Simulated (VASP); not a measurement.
# Be (P6/mmm) in VASP: relaxation of cell and atoms with PBEsol

Aim: the relaxation of cell and atoms of Be with PBEsol.

All numbers are computed with VASP 6.6.1; they aren't measurements. Logs are shortened: lines on timing, memory, paths and dates and some standing lists are left out, and cuts for length are marked.

**1. The cell of the first run**

Symmetry: P6/mmm, No. 191, hexagonal system. Conventional cell: a = 1.895 Å, b = 1.895 Å, c = 1.928 Å, α = 90.00°, β = 90.00°, γ = 120.00°. Within 2.5 Å of Be (site symmetry 6/mmm) lie 8 Be at 1.90 to 1.93 Å.

This isn't the form of Be at room conditions, which is hcp.

**2. Relaxation of cell and atoms, PBEsol, target pressure 80 GPa, at which the enthalpy is minimised**

The input, INCAR:

```
ALGO     = Normal         # electronic algorithm
EDIFF    = 1E-7           # SCF threshold, eV
EDIFFG   = -0.005         # ionic threshold
ENCUT    = 600            # plane-wave cutoff, eV
GGA      = PS             # functional
IBRION   = 2              # ionic algorithm
ISIF     = 3              # what is computed and relaxed
ISMEAR   = -1             # smearing method
LASPH    = True           # aspherical terms in the spheres
LCHARG   = False          # write CHGCAR
LREAL    = False          # projectors in reciprocal space
LWAVE    = False          # write WAVECAR
NELM     = 100            # most SCF steps
NSW      = 32             # ionic steps
PREC     = Accurate       # precision mode
PSTRESS  = 800.0        
SIGMA    = 0.1            # smearing width, eV
```

The input, KPOINTS:

```
k-points
0
Gamma
  23 23 21
```

The input, POSCAR:

```
Be
1.0
    1.8954654922      0.0000000000      0.0000000000
   -0.9477327461      1.6415212683      0.0000000000
    0.0000000000      0.0000000000      1.9276990927
Be
1
Direct
    0.0000000000      0.0000000000      0.0000000000
```

Potentials or basis: VASP PAW PBE potentials, release 64 (Be).

Command:

```
$ cat potpaw_PBE.64/Be/POTCAR > POTCAR
$ mpirun -np 1 vasp_std > vasp.out
```

OUTCAR:

```text
EDIFF = 1E-7
   EDIFFG = -0.005
   ENCUT = 600
   GGA = PS
   IBRION = 2
   ISIF = 3
   ISMEAR = -1
   LASPH = True
   LREAL = False
   NELM = 100
   NSW = 32
   PREC = Accurate
   PSTRESS = 800.0

 ion  position               nearest neighbor table
   1  0.000  0.000  0.000-

  LATTYP: Found a hexagonal cell.
 ALAT       =     1.8954654922
 C/A-ratio  =     1.0170056383

  Lattice vectors:

 A1 = (   1.8954654922,   0.0000000000,   0.0000000000)
 A2 = (  -0.9477327461,   1.6415212683,   0.0000000000)
 A3 = (   0.0000000000,   0.0000000000,   1.9276990927)

Analysis of symmetry for initial positions (statically):
=====================================================================
 Subroutine PRICEL returns:
 Original cell was already a primitive cell.

 Routine SETGRP: Setting up the symmetry group for a
 hexagonal supercell.

 Subroutine GETGRP returns: Found 24 space group operations
 (whereof 24 operations were pure point group operations)
 out of a pool of 24 trial point group operations.

The static configuration has the point symmetry D_6h.

Analysis of symmetry for dynamics (positions and initial velocities):
=====================================================================
 Subroutine PRICEL returns:
 Original cell was already a primitive cell.

 Routine SETGRP: Setting up the symmetry group for a
 hexagonal supercell.

 Subroutine GETGRP returns: Found 24 space group operations
 (whereof 24 operations were pure point group operations)
 out of a pool of 24 trial point group operations.

The dynamic configuration has the point symmetry D_6h.

 Subroutine INISYM returns: Found 24 space group operations
 (whereof 24 operations are pure point group operations),
 and found     1 'primitive' translations

----------------------------------------------------------------------------------------

                                     Primitive cell

  volume of cell :       5.9979

  direct lattice vectors                    reciprocal lattice vectors
     1.895465492  0.000000000  0.000000000     0.527574891  0.304595505  0.000000000
    -0.947732746  1.641521268  0.000000000     0.000000000  0.609191010  0.000000000
     0.000000000  0.000000000  1.927699093     0.000000000  0.000000000  0.518753162
[... 87 lines left out ...]
   NFREE  =      1    steps in history (QN), initial steepest desc. (CG)
   ISIF   =      3    stress and relaxation
   ISYM   =      2    0-nonsym 1-usesym 2-fastsym
   POTIM  = 0.5000    time-step for ionic-motion
   TEBEG  =    0.0;   TEEND  =   0.0 temperature during run
   PSTRESS=  800.0 pullay stress
   NELECT =       2.0000    total number of electrons
   NUPDOWN=      -1.0000    fix difference up-down
   EMIN   =  10.00;   EMAX   =-10.00  energy-range for DOS
   EFERMI =   0.00;   METHOD = LEGACY
   ISMEAR =    -1;   SIGMA  =   0.10  broadening in eV -4-tet -1-fermi 0-gaus
   EFERMI_NEDOS =   21; number of points for ismear=-14 and -15
   IALGO  =     38    algorithm
   IMIX   =      4    mixing-type and parameters
     AMIX     =   0.40;   BMIX     =  1.00
     AMIX_MAG =   1.60;   BMIX_MAG =  1.00
  volume/ion in A,a.u.               =       6.00        40.48
  Fermi-wavevector in a.u.,A,eV,Ry     =   1.135231  2.145276 17.534504  1.288750
  Thomas-Fermi vector in A             =   2.271936
   LORBIT       =      0    0 simple, 1 ext, 2 COOP (PROOUT), +10 PAW based schemes
   GGA     = PS    functional components
   LHFCALC =     F    Hartree Fock is set to
   AEXX    =    0.0000 exact exchange contribution
   IVDW    =     0    specifies the selected vdW correction
   LEPSILON=     F    determine dielectric tensor
   LRPA    =     F    only Hartree local field effects (RPA)
 conjugate gradient relaxation of ions
 non-spin polarized calculation
  energy-cutoff  :      600.00
  volume of cell :        6.00
 maximum number of plane-waves:       211
 NGX is ok and might be reduce to    16
   NGX =  7   NGY =  7   NGZ =  7

--------------------------------------- Ionic step        1  -------------------------------------------

 number of electron       2.0000000 magnetization

 Free energy of the ion-electron system (eV)
  ---------------------------------------------------
  ext. energy  EPLUGINS =         0.00000000
  ---------------------------------------------------
  free energy    TOTEN  =        -2.83566700 eV

  energy without entropy =       -2.82945749  energy(sigma->0) =       -2.83256224

------------------------ aborting loop because EDIFF is reached ----------------------------------------

  FORCE on cell =-STRESS in cart. coord.  units (eV):
  Direction    XX          YY          ZZ          XY          YZ          ZX
  --------------------------------------------------------------------------------------
  -------------------------------------------------------------------------------------
  Total        3.0287781      3.0287781      3.0138429      0.0000000      0.0000000      0.0000000
  in kB      809.0519192    809.0519193    805.0624085      0.0000000      0.0000000      0.0000000
  external PRESSURE =       7.7220823 kB  Pullay stress =     800.0000000 kB
[... 135 lines left out ...]
--------------------------------------- Ionic step        5  -------------------------------------------

 number of electron       2.0000000 magnetization

 Free energy of the ion-electron system (eV)
  ---------------------------------------------------
  ext. energy  EPLUGINS =         0.00000000
  ---------------------------------------------------
  free energy    TOTEN  =        -2.84297581 eV

  energy without entropy =       -2.83676156  energy(sigma->0) =       -2.83986868

 E-fermi :   9.6607     XC(G=0): -11.5270

 val. band max:        9.6505944684   @ k =   0.0000   0.0000   0.3810
 cond. band min:       9.6613008464   @ k =   0.2609   0.1304   0.4762
 fundamental gap:      0.0107063781
 Fermi energy:         9.6606517303

 k-point     1 :       0.0000    0.0000    0.0000
  band No.  band energies     occupation
      1      -3.3154      2.00000
      2      25.3655      0.00000
      3      33.6676      0.00000
      4      35.0642      0.00000
      5      35.0642      0.00000
[... 177 lines left out ...]
 k-point    24 :       0.0870    0.0870    0.0000
  band No.  band energies     occupation
      1      -2.4892      2.00000
      2      26.4805      0.00000
      3      28.4052      0.00000
      4      30.0527      0.00000
      5      37.7783      0.00000

 [... further k-points ...]

------------------------ aborting loop because EDIFF is reached ----------------------------------------

  FORCE on cell =-STRESS in cart. coord.  units (eV):
  Direction    XX          YY          ZZ          XY          YZ          ZX
  --------------------------------------------------------------------------------------
  -------------------------------------------------------------------------------------
  Total        3.0024315      3.0024315      3.0007138      0.0000000     -0.0000000      0.0000000
  in kB      800.0707730    800.0707731    799.6130476      0.0000000     -0.0000000      0.0000000
  external PRESSURE =      -0.0818021 kB  Pullay stress =     800.0000000 kB
[... 20 lines left out ...]
  energy  without entropy=       -2.8367615589  energy(sigma->0) =       -2.83986868

  enthalpy is  TOTEN    =         0.1591901241 eV   P V=        3.0021659314

 reached required accuracy - stopping structural energy minimisation
```

CONTCAR:

```text
Be
   1.00000000000000
     1.8970180534838690    0.0000000000000000    0.0000000000000000
    -0.9485090267419345    1.6428658258398041   -0.0000000000000000
     0.0000000000000000    0.0000000000000000    1.9292198774874736
  Be
     1
Direct
     1.0000000000000000    0.0000000000000000    1.0000000000000000

  0.00000000E+00  0.00000000E+00  0.00000000E+00
```

It took 27 s on 1 thread of Intel Xeon 8259CL, shared host; peak memory 0.13 GiB.

What came out:

```
Free energy                                                : -2.8430 eV
Relaxed volume                                             : 6.01 Å³/atom
Relaxed cell                                               : a = 1.897 Å, b = 1.897 Å, c = 1.929 Å, α = 90.00°, β = 90.00°, γ = 120.00°
Space group after relaxing (to 0.1 Å)                      : P6/mmm (No. 191)
Energy change on relaxing (the run minimises the enthalpy) : -7.3 meV/atom
Ionic steps                                                : 5
Pressure after relaxing                                    : 80.0 GPa
Band gap on the k mesh                                     : zero (bands 1 and 2 overlap by 6.12 eV)
```

The path:
| step | energy change (eV) | largest force (eV/Å) | pressure (GPa) | volume (Å³) |
| --- | --- | --- | --- | --- |
| 1 | 0.0000 | 0.0000 | 80.77 | 6.00 |
| 2 | -0.0126 | 0.0000 | 79.37 | 6.02 |
| 3 | -0.0066 | 0.0000 | 80.04 | 6.01 |
| 4 | -0.0067 | 0.0000 | 80.02 | 6.01 |
| 5 | -0.0073 | 0.0000 | 79.99 | 6.01 |

Final structure:
```
CELL_PARAMETERS angstrom
1.89702 0.00000 0.00000
-0.94851 1.64287 0.00000
0.00000 0.00000 1.92922
ATOMIC_POSITIONS crystal
Be 0.00000 0.00000 0.00000
```

Levels at points of the mesh, in eV from the Fermi level:
| k point | band 1 | band 2 | band 3 | band 4 | band 5 |
| --- | --- | --- | --- | --- | --- |
| (0.00, 0.00, 0.00) | -12.98 | 15.70 | 24.01 | 25.40 | 25.40 |

Caveat: the cell is relaxed towards a set pressure, so the run minimises the enthalpy, not the energy; the PAW data sets were made with another functional, which shifts forces and pressure a little.
